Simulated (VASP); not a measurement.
# Al (Fm-3m) in VASP: single point with LDA

Aim: the single point of Al with LDA.

Everything below comes from runs of VASP 6.6.1. Logs are shortened: lines on timing, memory, paths and dates and some standing lists are left out, and cuts for length are marked.

### Step 1. The cell of the first run

The structure is cubic, space group Fm-3m (No. 225). Conventional cell: a = 4.040 Å, b = 4.040 Å, c = 4.040 Å, α = 90.00°, β = 90.00°, γ = 90.00°. Al (site symmetry m-3m) has 12 Al at 2.86 Å within 3.8 Å.

### Step 2. Single point, LDA

INCAR

```
SYSTEM = Al
PREC = Accurate
ENCUT = 500
EDIFF = 1E-6
ISMEAR = -1
SIGMA = 0.0816
LREAL = .FALSE.
LASPH = .TRUE.
NELM = 120
ALGO = Normal
ISIF = 2
LWAVE = .FALSE.
LCHARG = .FALSE.
NBANDS = 14
GGA_COMPAT = .FALSE.
```

KPOINTS

```
regular mesh
0
G
  6 6 6
  0 0 0
```

POSCAR

```
Al
1.0
    4.0399333388      0.0000000000      0.0000000000
    0.0000000000      4.0399333388      0.0000000000
    0.0000000000      0.0000000000      4.0399333388
Al
4
Direct
    0.0000000000      0.0000000000      0.0000000000
    0.5000000000      0.5000000000      0.0000000000
    0.5000000000      0.0000000000      0.5000000000
    0.0000000000      0.5000000000      0.5000000000
```

Potentials or basis: VASP PAW LDA potentials, release 64 (Al).

The run is started by

```bash
> cat potpaw_LDA.64/Al/POTCAR > POTCAR
> mpirun -np 1 vasp_std > vasp.out
```

OUTCAR:

```text
SYSTEM = Al
   PREC = Accurate
   ENCUT = 500
   EDIFF = 1E-6
   ISMEAR = -1
   LREAL = .FALSE.
   LASPH = .TRUE.
   NELM = 120
   ISIF = 2

 ion  position               nearest neighbor table
   1  0.000  0.000  0.000-   2 2.86   3 2.86   4 2.86   3 2.86   4 2.86   2 2.86   4 2.86   4 2.86
                             2 2.86   3 2.86   3 2.86   2 2.86
   2  0.500  0.500  0.000-   1 2.86   3 2.86   4 2.86   3 2.86   4 2.86   1 2.86   3 2.86   3 2.86
                             1 2.86   4 2.86   4 2.86   1 2.86
   3  0.500  0.000  0.500-   1 2.86   2 2.86   4 2.86   1 2.86   2 2.86   2 2.86   4 2.86   2 2.86
                             1 2.86   4 2.86   1 2.86   4 2.86
   4  0.000  0.500  0.500-   1 2.86   2 2.86   3 2.86   1 2.86   2 2.86   1 2.86   3 2.86   1 2.86
                             2 2.86   3 2.86   2 2.86   3 2.86

  LATTYP: Found a simple cubic cell.
 ALAT       =     4.0399333388

  Lattice vectors:

 A1 = (   4.0399333388,   0.0000000000,   0.0000000000)
 A2 = (   0.0000000000,   4.0399333388,   0.0000000000)
 A3 = (   0.0000000000,   0.0000000000,   4.0399333388)

Analysis of symmetry for initial positions (statically):
=====================================================================
 Subroutine PRICEL returns following result:

  LATTYP: Found a face centered cubic cell.
 ALAT       =     4.0399333388

  Lattice vectors:

 A1 = (   2.0199666694,  -2.0199666694,   0.0000000000)
 A2 = (   2.0199666694,   0.0000000000,   2.0199666694)
 A3 = (   0.0000000000,  -2.0199666694,   2.0199666694)

   4 primitive cells build up your supercell.

 Routine SETGRP: Setting up the symmetry group for a
 simple cubic supercell.

 Subroutine GETGRP returns: Found 48 space group operations
 (whereof 48 operations were pure point group operations)
 out of a pool of 48 trial point group operations.

The static configuration has the point symmetry O_h .

Analysis of symmetry for dynamics (positions and initial velocities):
=====================================================================
 Subroutine PRICEL returns following result:

  LATTYP: Found a face centered cubic cell.
 ALAT       =     4.0399333388

  Lattice vectors:

 A1 = (   2.0199666694,  -2.0199666694,   0.0000000000)
 A2 = (   2.0199666694,   0.0000000000,   2.0199666694)
 A3 = (   0.0000000000,  -2.0199666694,   2.0199666694)

   4 primitive cells build up your supercell.

 Routine SETGRP: Setting up the symmetry group for a
 simple cubic supercell.

 Subroutine GETGRP returns: Found 48 space group operations
 (whereof 48 operations were pure point group operations)
 out of a pool of 48 trial point group operations.

The dynamic configuration has the point symmetry O_h .

 Subroutine INISYM returns: Found 48 space group operations
 (whereof 48 operations are pure point group operations),
 and found     4 'primitive' translations

----------------------------------------------------------------------------------------

                                     Primitive cell

  volume of cell :      16.4840

  direct lattice vectors                    reciprocal lattice vectors
     2.019966669 -2.019966669  0.000000000     0.247528837 -0.247528837 -0.247528837
     2.019966669  0.000000000  2.019966669     0.247528837  0.247528837  0.247528837
     0.000000000 -2.019966669  2.019966669    -0.247528837 -0.247528837  0.247528837

  length of vectors
     2.856664259  2.856664259  2.856664259     0.428732522  0.428732522  0.428732522

  position of ions in fractional coordinates (direct lattice)
     0.000000000  0.000000000  0.000000000

  ion indices of the primitive-cell ions
   primitive index   ion index
                 1           1

----------------------------------------------------------------------------------------

 KPOINTS: regular mesh

Automatic generation of k-mesh.
 Grid dimensions read from file:
 generate k-points for:    6    6    6

 Generating k-lattice:

  Cartesian coordinates                     Fractional coordinates (reciprocal lattice)
     0.041254806  0.000000000  0.000000000     0.166666667  0.000000000  0.000000000
     0.000000000  0.041254806  0.000000000     0.000000000  0.166666667  0.000000000
     0.000000000  0.000000000  0.041254806     0.000000000  0.000000000  0.166666667

  Length of vectors
     0.041254806  0.041254806  0.041254806

  Shift w.r.t. Gamma in fractional coordinates (k-lattice)
     0.000000000  0.000000000  0.000000000

 Subroutine IBZKPT returns following result:
 ===========================================

 Found     20 irreducible k-points:

 Following reciprocal coordinates:
            Coordinates               Weight
  0.000000  0.000000  0.000000      1.000000
  0.166667  0.000000  0.000000      6.000000
  0.333333  0.000000  0.000000      6.000000
  0.500000  0.000000  0.000000      3.000000
  0.166667  0.166667  0.000000     12.000000
  0.333333  0.166667  0.000000     24.000000
[... 12 lines left out ...]
  0.500000  0.500000  0.333333      6.000000
  0.500000  0.500000  0.500000      1.000000
   k-points           NKPTS =     20   k-points in BZ     NKDIM =     20   number of bands    NBANDS=     14
   number of dos      NEDOS =    301   number of ions     NIONS =      4
   total plane-waves  NPLWV =  27000
   dimension x,y,z NGX =    30 NGY =   30 NGZ =   30
   dimension x,y,z NGXF=    60 NGYF=   60 NGZF=   60
   ions per type =               4
   NGX,Y,Z   is equivalent  to a cutoff of  12.35, 12.35, 12.35 a.u.
   NGXF,Y,Z  is equivalent  to a cutoff of  24.69, 24.69, 24.69 a.u.
 SYSTEM =  Al
   PREC   = accura    normal or accurate (medium, high low for compatibility)
   ISTART =      0    job   : 0-new  1-cont  2-samecut
   ICHARG =      2    charge: 1-file 2-atom 10-const
   ISPIN  =      1    spin polarized calculation?
   LNONCOLLINEAR =      F non collinear calculations
   LSORBIT =      F    spin-orbit coupling
   LASPH  =      T    aspherical Exc in radial PAW
   ENCUT  =  500.0 eV  36.75 Ry    6.06 a.u.   7.37  7.37  7.37*2*pi/ulx,y,z
   NELM   =    120;   NELMIN=  2; NELMDL= -5     # of ELM steps
   EDIFF  = 0.1E-05   stopping-criterion for ELM
   LREAL  =      F    real-space projection
   EDIFFG = 0.1E-04   stopping-criterion for IOM
   NSW    =      0    number of steps for IOM
   IBRION =     -1    ionic relax: 0-MD 1-quasi-New 2-CG
   NFREE  =      0    steps in history (QN), initial steepest desc. (CG)
   ISIF   =      2    stress and relaxation
   ISYM   =      2    0-nonsym 1-usesym 2-fastsym
   POTIM  = 0.5000    time-step for ionic-motion
   TEBEG  =    0.0;   TEEND  =   0.0 temperature during run
   PSTRESS=    0.0 pullay stress
   NELECT =      12.0000    total number of electrons
   NUPDOWN=      -1.0000    fix difference up-down
   EMIN   =  10.00;   EMAX   =-10.00  energy-range for DOS
   EFERMI =   0.00;   METHOD = LEGACY
   ISMEAR =    -1;   SIGMA  =   0.08  broadening in eV -4-tet -1-fermi 0-gaus
   EFERMI_NEDOS =   21; number of points for ismear=-14 and -15
   IALGO  =     38    algorithm
   IMIX   =      4    mixing-type and parameters
     AMIX     =   0.40;   BMIX     =  1.00
     AMIX_MAG =   1.60;   BMIX_MAG =  1.00
  volume/ion in A,a.u.               =      16.48       111.24
  Fermi-wavevector in a.u.,A,eV,Ry     =   0.927743  1.753180 11.710632  0.860707
  Thomas-Fermi vector in A             =   2.053845
   LORBIT       =      0    0 simple, 1 ext, 2 COOP (PROOUT), +10 PAW based schemes
   GGA     = CA    functional components
   LHFCALC =     F    Hartree Fock is set to
   AEXX    =    0.0000 exact exchange contribution
   IVDW    =     0    specifies the selected vdW correction
   LEPSILON=     F    determine dielectric tensor
   LRPA    =     F    only Hartree local field effects (RPA)
 non-spin polarized calculation
  energy-cutoff  :      500.00
  volume of cell :       65.94
 maximum number of plane-waves:      1743
 NGX is ok and might be reduce to    30
   NGX = 15   NGY = 15   NGZ = 15

 number of electron      12.0000000 magnetization

 Free energy of the ion-electron system (eV)
  ---------------------------------------------------
  ext. energy  EPLUGINS =         0.00000000
  ---------------------------------------------------
  free energy    TOTEN  =       -16.84575997 eV

  energy without entropy =      -16.81475284  energy(sigma->0) =      -16.83025641

 E-fermi :   7.6561     XC(G=0): -10.3469

 val. band max:        7.5642309117   @ k =   0.3333   0.3333   0.1667
 cond. band min:       7.8950932514   @ k =   0.5000   0.3333   0.0000
 fundamental gap:      0.3308623398
 Fermi energy:         7.6560784508

 k-point     1 :       0.0000    0.0000    0.0000
  band No.  band energies     occupation
      1      -3.3052      2.00000
      2       4.9026      2.00000
      3       4.9026      2.00000
      4       4.9026      2.00000
      5       6.1865      2.00000
      6       6.1865      2.00000
      7       6.1865      2.00000
      8      13.1003      0.00000
      9      13.1003      0.00000
     10      13.1003      0.00000
     11      13.3398      0.00000
     12      13.3398      0.00000
     13      13.3398      0.00000
     14      13.3398      0.00000

 k-point     2 :       0.1667    0.0000    0.0000
  band No.  band energies     occupation
      1      -3.0540      2.00000
      2       2.8222      2.00000
      3       5.1322      2.00000
      4       5.1322      2.00000
      5       6.4298      2.00000
      6       6.4298      2.00000
      7       8.7006      0.00001
      8      10.6689      0.00000
      9      10.6689      0.00000
     10      12.0030      0.00000
     11      12.0030      0.00000
     12      13.3480      0.00000
     13      13.5522      0.00000
     14      13.5522      0.00000

 k-point     3 :       0.3333    0.0000    0.0000
  band No.  band energies     occupation
      1      -2.3033      2.00000
      2       0.6578      2.00000
      3       5.8217      2.00000
      4       5.8217      2.00000
      5       7.1434      1.99627
      6       7.1434      1.99627
      7       8.5882      0.00002
      8       8.5882      0.00002
      9      10.0970      0.00000
     10      10.0970      0.00000
     11      12.1622      0.00000
     12      14.0887      0.00000
     13      14.1901      0.00000
     14      14.1901      0.00000

 k-point     4 :       0.5000    0.0000    0.0000
  band No.  band energies     occupation
      1      -1.0611      2.00000
      2      -1.0611      2.00000
      3       6.9729      1.99954
      4       6.9729      1.99954
      5       6.9729      1.99954
      6       6.9729      1.99954
      7       8.0091      0.02609
      8       8.0091      0.02609
      9       8.8050      0.00000
     10       8.8050      0.00000
     11      15.2538      0.00000
     12      15.2538      0.00000
     13      15.2542      0.00000
     14      15.2813      0.00000

 k-point     5 :       0.1667    0.1667    0.0000
  band No.  band energies     occupation
      1      -2.8034      2.00000
      2       3.0619      2.00000
      3       3.0619      2.00000
      4       5.3619      2.00000
      5       6.6653      1.99999
      6       8.7318      0.00000
      7       8.9290      0.00000
      8       8.9290      0.00000
      9      10.9002      0.00000
     10      10.9002      0.00000
     11      12.2306      0.00000
[... 208 lines left out ...]
 k-point    18 :       0.5000    0.3333    0.3333
  band No.  band energies     occupation
      1       0.9041      2.00000
      2       0.9041      2.00000
      3       3.7132      2.00000
      4       3.7132      2.00000
      5       3.8951      2.00000
      6       3.8951      2.00000
      7       6.6539      1.99999
      8       6.6539      1.99999
      9      14.9392      0.00000
     10      14.9392      0.00000
     11      15.2012      0.00000
     12      15.2012      0.00000
     13      16.9834      0.00000
     14      16.9834      0.00000

 k-point    19 :       0.5000    0.5000    0.3333
  band No.  band energies     occupation
      1       2.1185      2.00000
      2       2.1185      2.00000
      3       2.1185      2.00000
      4       2.1185      2.00000
      5       5.0006      2.00000
      6       5.0006      2.00000
      7       5.0006      2.00000
      8       5.0006      2.00000
      9      16.1330      0.00000
     10      16.1330      0.00000
     11      16.1330      0.00000
     12      16.1330      0.00000
     13      18.0595      0.00000
     14      18.0595      0.00000

 k-point    20 :       0.5000    0.5000    0.5000
  band No.  band energies     occupation
      1       3.2493      2.00000
      2       3.2493      2.00000
      3       3.2493      2.00000
      4       3.2493      2.00000
      5       3.4054      2.00000
      6       3.4054      2.00000
      7       3.4054      2.00000
      8       3.4054      2.00000
      9      19.0471      0.00000
     10      19.0472      0.00000
     11      19.0472      0.00000
     12      19.0474      0.00000
     13      19.0481      0.00000
     14      19.0502      0.00000

------------------------ aborting loop because EDIFF is reached ----------------------------------------

  FORCE on cell =-STRESS in cart. coord.  units (eV):
  Direction    XX          YY          ZZ          XY          YZ          ZX
  --------------------------------------------------------------------------------------
  -------------------------------------------------------------------------------------
  Total       -1.1838939     -1.1838939     -1.1838939      0.0000000      0.0000000     -0.0000000
  in kB      -28.7674092    -28.7674092    -28.7674092      0.0000000      0.0000000     -0.0000000
  external PRESSURE =     -28.7674092 kB  Pullay stress =       0.0000000 kB

 VOLUME and BASIS-vectors are now :
 -----------------------------------------------------------------------------
  energy-cutoff  :      500.00
  volume of cell :       65.94
      direct lattice vectors                 reciprocal lattice vectors
     4.039933339  0.000000000  0.000000000     0.247528837  0.000000000  0.000000000
     0.000000000  4.039933339  0.000000000     0.000000000  0.247528837  0.000000000
     0.000000000  0.000000000  4.039933339     0.000000000  0.000000000  0.247528837

 POSITION                                       TOTAL-FORCE (eV/Angst)
 -----------------------------------------------------------------------------------
      0.00000      0.00000      0.00000        -0.000000     -0.000000     -0.000000
      2.01997      2.01997      0.00000         0.000000      0.000000      0.000000
      2.01997      0.00000      2.01997        -0.000000      0.000000     -0.000000
      0.00000      2.01997      2.01997        -0.000000     -0.000000      0.000000
 -----------------------------------------------------------------------------------
    total drift:                               -0.000000     -0.000000     -0.000000

  FREE ENERGIE OF THE ION-ELECTRON SYSTEM (eV)
  ---------------------------------------------------
  free  energy   TOTEN  =       -16.8457599694 eV

  energy  without entropy=      -16.8147528426  energy(sigma->0) =      -16.83025641
```

Wall time 19 s (1 thread of AMD EPYC 7R13, shared host); peak memory 0.11 GiB.

What came out:

- Free energy: -16.8458 eV
- Pressure: -2.9 GPa
- Band gap on the k mesh: zero (band 6 reaches 9.05 eV, above the bottom of band 7 at 3.41 eV)

Levels at points of the mesh, in eV from the Fermi level:
```csv
k point,band 4,band 5,band 6,band 7,band 8,band 9
"(0.00, 0.00, 0.00)",-2.75,-1.47,-1.47,-1.47,5.44,5.44
"(0.50, 0.00, 0.00)",-0.68,-0.68,-0.68,0.35,0.35,1.15
"(0.50, 0.50, 0.00)",-6.51,1.39,1.39,1.39,1.39,2.86
"(0.50, 0.50, 0.50)",-4.41,-4.25,-4.25,-4.25,-4.25,11.39
```
